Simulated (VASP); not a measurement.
# Pt (C2/c) in VASP: notebook

Pt is run at these levels: PBE; tasks: single point.

Program: VASP 6.6.1. These are calculated values, not measurements. Logs are shortened: lines on timing, memory, paths and dates and some standing lists are left out, and cuts for length are marked.

## Step 1: The cell of the first run

The typed cell holds 2 atoms: a = 3.461 Å, b = 3.461 Å, c = 3.621 Å, α = 90.00°, β = 90.00°, γ = 134.88°.

## Step 2: Single point, PBE, collinear spin (15.36 Å³/atom)

The input, INCAR:

```
SYSTEM = Pt
  PREC = Accurate
  ENCUT = 520
  EDIFF = 1E-7
  ISMEAR = -1
  SIGMA = 0.05
  LREAL = .FALSE.
  LASPH = .TRUE.
  NELM = 150
  ALGO = Normal
  ISIF = 2
  LWAVE = .FALSE.
  LCHARG = .FALSE.
  ISPIN = 2
  MAGMOM = 1 1
  LORBIT = 11
  LMAXMIX = 4
  GGA = PE
  NBANDS = 21
```

The input, KPOINTS:

```
regular mesh
0
G
  14 14 10
  0 0 0
```

The input, POSCAR:

```
Pt
1.0
   -2.0865158726      2.4333944569      1.3048765191
    2.4333944569     -2.0865158726      1.3048765191
    2.5159711144      2.5159711144     -0.6695677567
Pt
2
Direct
    0.0159283149      0.9840716851      1.0000000000
    0.7340716851      0.2659283149      0.5000000000
```

Potentials or basis: VASP PAW PBE potentials, release 64 (Pt).

Command:

```
cat potpaw_PBE.64/Pt/POTCAR > POTCAR
mpirun -np 1 vasp_std > vasp.out
```

OUTCAR:

```text
SYSTEM = Pt
   PREC = Accurate
   ENCUT = 520
   EDIFF = 1E-7
   ISMEAR = -1
   LREAL = .FALSE.
   LASPH = .TRUE.
   NELM = 150
   ISIF = 2
   ISPIN = 2
   LORBIT = 11
   GGA = PE

 ion  position               nearest neighbor table
   1  0.016  0.984  0.000-   2 2.55   2 2.55   2 2.64   2 2.64   2 2.64   2 2.64
   2  0.734  0.266  0.500-   1 2.55   1 2.55   1 2.64   1 2.64   1 2.64   1 2.64

  LATTYP: Found a base centered monoclinic cell.
 ALAT       =     2.6554586091
 B/A-ratio  =     2.4071617862
 C/A-ratio  =     1.3634451240
 COS(beta)  =    -0.0002011062

  Lattice vectors:

 A1 = (  -2.0865158726,   2.4333944569,   1.3048765191)
 A2 = (   2.4333944569,  -2.0865158726,   1.3048765191)
 A3 = (   2.5159711144,   2.5159711144,  -0.6695677567)

Analysis of symmetry for initial positions (statically):
=====================================================================
 Subroutine PRICEL returns:
 Original cell was already a primitive cell.

 Routine SETGRP: Setting up the symmetry group for a
 base centered monoclinic supercell.

 Subroutine GETGRP returns: Found  4 space group operations
 (whereof  2 operations were pure point group operations)
 out of a pool of  4 trial point group operations.

The static configuration has the point symmetry C_2 .
 The point group associated with its full space group is C_2h.

Analysis of symmetry for dynamics (positions and initial velocities):
=====================================================================
 Subroutine PRICEL returns:
 Original cell was already a primitive cell.

 Routine SETGRP: Setting up the symmetry group for a
 base centered monoclinic supercell.

 Subroutine GETGRP returns: Found  4 space group operations
 (whereof  2 operations were pure point group operations)
 out of a pool of  4 trial point group operations.

The dynamic configuration has the point symmetry C_2 .
 The point group associated with its full space group is C_2h.

Analysis of structural, dynamic, and magnetic symmetry:
=====================================================================
 Subroutine PRICEL returns:
 Original cell was already a primitive cell.

 Routine SETGRP: Setting up the symmetry group for a
 base centered monoclinic supercell.

 Subroutine GETGRP returns: Found  4 space group operations
 (whereof  2 operations were pure point group operations)
 out of a pool of  4 trial point group operations.

The overall configuration has the point symmetry C_2 .
 The point group associated with its full space group is C_2h.

 Subroutine INISYM returns: Found  4 space group operations
 (whereof  2 operations are pure point group operations),
 and found     1 'primitive' translations

----------------------------------------------------------------------------------------

                                     Primitive cell

  volume of cell :      30.7278

  direct lattice vectors                    reciprocal lattice vectors
    -2.086515873  2.433394457  1.304876519    -0.061376588  0.159866739  0.370087078
     2.433394457 -2.086515873  1.304876519     0.159866739 -0.061376588  0.370087078
     2.515971114  2.515971114 -0.669567757     0.191940971  0.191940971 -0.051024148

  length of vectors
     3.460875583  3.460875583  3.620572093     0.407785366  0.407785366  0.276199450

  position of ions in fractional coordinates (direct lattice)
     0.015928315  0.984071685  1.000000000
     0.734071685  0.265928315  0.500000000

  ion indices of the primitive-cell ions
   primitive index   ion index
                 1           1
                 2           2

----------------------------------------------------------------------------------------

 KPOINTS: regular mesh

Automatic generation of k-mesh.
 Grid dimensions read from file:
 generate k-points for:   14   14   10

 Generating k-lattice:

  Cartesian coordinates                     Fractional coordinates (reciprocal lattice)
    -0.004384042  0.011419053  0.026434791     0.071428571  0.000000000 -0.000000000
     0.011419053 -0.004384042  0.026434791     0.000000000  0.071428571 -0.000000000
     0.019194097  0.019194097 -0.005102415     0.000000000  0.000000000  0.100000000

  Length of vectors
     0.029127526  0.029127526  0.027619945

  Shift w.r.t. Gamma in fractional coordinates (k-lattice)
     0.000000000  0.000000000  0.000000000

 Subroutine IBZKPT returns following result:
 ===========================================

 Found    534 irreducible k-points:

 Following reciprocal coordinates:
            Coordinates               Weight
  0.000000  0.000000  0.000000      1.000000
  0.071429  0.000000  0.000000      4.000000
  0.142857  0.000000  0.000000      4.000000
  0.214286  0.000000 -0.000000      4.000000
  0.285714  0.000000 -0.000000      4.000000
  0.357143  0.000000 -0.000000      4.000000
[... 16 lines left out ...]
  0.214286  0.142857 -0.000000      4.000000
  0.285714  0.142857 -0.000000      4.000000
 [... further k-points ...]
   k-points           NKPTS =    534   k-points in BZ     NKDIM =    534   number of bands    NBANDS=     21
   number of dos      NEDOS =    301   number of ions     NIONS =      2
   total plane-waves  NPLWV =  21952
   dimension x,y,z NGX =    28 NGY =   28 NGZ =   28
   dimension x,y,z NGXF=    56 NGYF=   56 NGZF=   56
   ions per type =               2
   NGX,Y,Z   is equivalent  to a cutoff of  13.45, 13.45, 12.86 a.u.
   NGXF,Y,Z  is equivalent  to a cutoff of  26.90, 26.90, 25.71 a.u.
 SYSTEM =  Pt
   PREC   = accura    normal or accurate (medium, high low for compatibility)
   ISTART =      0    job   : 0-new  1-cont  2-samecut
   ICHARG =      2    charge: 1-file 2-atom 10-const
   ISPIN  =      2    spin polarized calculation?
   LNONCOLLINEAR =      F non collinear calculations
   LSORBIT =      F    spin-orbit coupling
   LASPH  =      T    aspherical Exc in radial PAW
   ENCUT  =  520.0 eV  38.22 Ry    6.18 a.u.   6.43  6.43  6.73*2*pi/ulx,y,z
   NELM   =    150;   NELMIN=  2; NELMDL= -5     # of ELM steps
   EDIFF  = 0.1E-06   stopping-criterion for ELM
   LREAL  =      F    real-space projection
   EDIFFG = 0.1E-05   stopping-criterion for IOM
   NSW    =      0    number of steps for IOM
   IBRION =     -1    ionic relax: 0-MD 1-quasi-New 2-CG
   NFREE  =      0    steps in history (QN), initial steepest desc. (CG)
   ISIF   =      2    stress and relaxation
   ISYM   =      2    0-nonsym 1-usesym 2-fastsym
   POTIM  = 0.5000    time-step for ionic-motion
   TEBEG  =    0.0;   TEEND  =   0.0 temperature during run
   PSTRESS=    0.0 pullay stress
   NELECT =      20.0000    total number of electrons
   NUPDOWN=      -1.0000    fix difference up-down
   EMIN   =  10.00;   EMAX   =-10.00  energy-range for DOS
   EFERMI =   0.00;   METHOD = LEGACY
   ISMEAR =    -1;   SIGMA  =   0.05  broadening in eV -4-tet -1-fermi 0-gaus
   EFERMI_NEDOS =   21; number of points for ismear=-14 and -15
   IALGO  =     38    algorithm
   IMIX   =      4    mixing-type and parameters
     AMIX     =   0.40;   BMIX     =  1.00
     AMIX_MAG =   1.60;   BMIX_MAG =  1.00
  volume/ion in A,a.u.               =      15.36       103.68
  Fermi-wavevector in a.u.,A,eV,Ry     =   1.418756  2.681060 27.386732  2.012868
  Thomas-Fermi vector in A             =   2.539848
   LORBIT       =     11    0 simple, 1 ext, 2 COOP (PROOUT), +10 PAW based schemes
   GGA     = PE    functional components
   LHFCALC =     F    Hartree Fock is set to
   AEXX    =    0.0000 exact exchange contribution
   IVDW    =     0    specifies the selected vdW correction
   LEPSILON=     F    determine dielectric tensor
   LRPA    =     F    only Hartree local field effects (RPA)
 spin polarized calculation
  energy-cutoff  :      520.00
  volume of cell :       30.73
 maximum number of plane-waves:       843
 NGX is ok and might be reduce to    28
   NGX = 13   NGY = 13   NGZ = 13

 number of electron      19.9999999 magnetization      -0.0007679

 number of electron      19.9999999 magnetization       0.0003012

 Free energy of the ion-electron system (eV)
  ---------------------------------------------------
  ext. energy  EPLUGINS =         0.00000000
  ---------------------------------------------------
  free energy    TOTEN  =       -11.74313861 eV

  energy without entropy =      -11.72664980  energy(sigma->0) =      -11.73489420

 E-fermi :  11.1601     XC(G=0): -13.3053

 val. band max:       11.1575797720   @ k =  -0.3571   0.3571   0.0000
 cond. band min:      11.1630517884   @ k =  -0.1429   0.2143   0.2000
 fundamental gap:      0.0054720164
 Fermi energy:        11.1600825496

 spin component 1

 k-point     1 :       0.0000    0.0000    0.0000
  band No.  band energies     occupation
      1       0.9355      1.00000
      2       3.9271      1.00000
      3       4.9900      1.00000
      4       5.1227      1.00000
      5       6.2493      1.00000
      6       8.6851      1.00000
[... 550 lines left out ...]
      5       6.2586      1.00000
      6       7.6072      1.00000
[... 13 lines left out ...]
     20      29.9208      0.00000
     21      30.3503      0.00000

 [... further k-points ...]

 spin component 2

 k-point     1 :       0.0000    0.0000    0.0000
  band No.  band energies     occupation
      1       0.9355      1.00000
      2       3.9271      1.00000
      3       4.9900      1.00000
      4       5.1227      1.00000
      5       6.2492      1.00000
      6       8.6851      1.00000
[... 550 lines left out ...]
      5       6.2586      1.00000
      6       7.6072      1.00000
[... 13 lines left out ...]
     20      29.9208      0.00000
     21      30.3502      0.00000

 [... further k-points ...]

------------------------ aborting loop because EDIFF is reached ----------------------------------------

  FORCE on cell =-STRESS in cart. coord.  units (eV):
  Direction    XX          YY          ZZ          XY          YZ          ZX
  --------------------------------------------------------------------------------------
  -------------------------------------------------------------------------------------
  Total        4.2608396      4.2608396      4.3384826      0.3515090     -0.0353955     -0.0353955
  in kB      222.1642748    222.1642748    226.2126541     18.3280174     -1.8455558     -1.8455545
  external PRESSURE =     223.5137346 kB  Pullay stress =       0.0000000 kB

 VOLUME and BASIS-vectors are now :
 -----------------------------------------------------------------------------
  energy-cutoff  :      520.00
  volume of cell :       30.73
      direct lattice vectors                 reciprocal lattice vectors
    -2.086515873  2.433394457  1.304876519    -0.061376588  0.159866739  0.370087078
     2.433394457 -2.086515873  1.304876519     0.159866739 -0.061376588  0.370087078
     2.515971114  2.515971114 -0.669567757     0.191940971  0.191940971 -0.051024148

 POSITION                                       TOTAL-FORCE (eV/Angst)
 -----------------------------------------------------------------------------------
      2.36140     -2.01452      1.30488         0.037214     -0.037214      0.000000
      0.37344      2.48941      0.97009        -0.037214      0.037214     -0.000000
 -----------------------------------------------------------------------------------
    total drift:                                0.000000      0.000000     -0.000000

  FREE ENERGIE OF THE ION-ELECTRON SYSTEM (eV)
  ---------------------------------------------------
  free  energy   TOTEN  =       -11.7431386077 eV

  energy  without entropy=      -11.7266497956  energy(sigma->0) =      -11.73489420

 total charge

# of ion       s       p       d       tot
------------------------------------------
    1        0.718   0.645   8.079   9.442
    2        0.718   0.645   8.079   9.442
--------------------------------------------------
tot          1.437   1.290  16.157  18.884

 magnetization (x)

# of ion       s       p       d       tot
------------------------------------------
    1       -0.000  -0.000   0.000   0.000
    2       -0.000  -0.000   0.000   0.000
--------------------------------------------------
tot         -0.000  -0.000   0.000   0.000
```

It took 8.4 min on 1 thread of Oxide Virtual Turin-like, shared host; peak memory 0.5 GiB.

What came out:

```yaml
Free_energy: -11.7431 eV
Pressure: 22.4 GPa
Largest_force: 0.053 eV/Å
Band_gap_on_the_k_mesh: zero (filled and empty bands overlap)
Net_moment: 0.00 μB per cell
Valence_electrons_inside_the_program's_atomic_spheres: Pt 9.44
```

Forces on the atoms (eV/Å):
```
Pt   0.037 -0.037  0.000
Pt  -0.037  0.037  0.000
```

Stress tensor (GPa, compression positive):
```
22.22  1.83 -0.18
 1.83 22.22 -0.18
-0.18 -0.18 22.62
```

Levels at points of the mesh, in eV from the Fermi level:
Spin up:
```csv
k point,band 6,band 7,band 8,band 9,band 10,band 11,band 12,band 13,band 14,band 15
"(0.00, 0.00, 0.00)",-2.47,-2.09,-1.95,-1.01,-0.52,0.82,3.55,7.32,10.61,16.46
"(0.50, 0.00, 0.00)",-2.35,-2.22,-2.03,-1.26,0.40,2.06,3.70,6.34,11.14,12.73
"(0.50, 0.50, 0.00)",-3.59,-3.39,-2.45,-1.58,-0.61,-0.22,0.17,11.46,11.68,12.64
"(0.00, 0.00, 0.50)",-3.67,-2.83,-2.83,-2.33,-2.33,0.28,0.28,12.40,12.40,15.47
"(0.50, 0.00, 0.50)",-3.04,-2.16,-2.16,-0.41,-0.41,2.77,2.77,7.54,7.54,11.26
"(0.50, 0.50, 0.50)",-2.37,-2.00,-2.00,-1.09,-1.09,-1.06,-1.06,5.04,5.04,17.32
```
Spin down:
```tsv
k point	band 7	band 8	band 9	band 10	band 11	band 12	band 13	band 14
(0.00, 0.00, 0.00)	-2.09	-1.95	-1.01	-0.52	0.82	3.55	7.32	10.61
(0.50, 0.00, 0.00)	-2.22	-2.03	-1.26	0.40	2.06	3.70	6.34	11.14
(0.50, 0.50, 0.00)	-3.39	-2.45	-1.58	-0.61	-0.22	0.17	11.46	11.68
(0.00, 0.00, 0.50)	-2.83	-2.83	-2.33	-2.33	0.28	0.28	12.40	12.40
(0.50, 0.00, 0.50)	-2.16	-2.16	-0.41	-0.41	2.77	2.77	7.54	7.54
(0.50, 0.50, 0.50)	-2.00	-2.00	-1.09	-1.09	-1.06	-1.06	5.04	5.04
```

Caveat: the cell stands under pressure; spin-orbit coupling is left out, which moves the levels of the heavy elements.

[end of part 1 of 2]
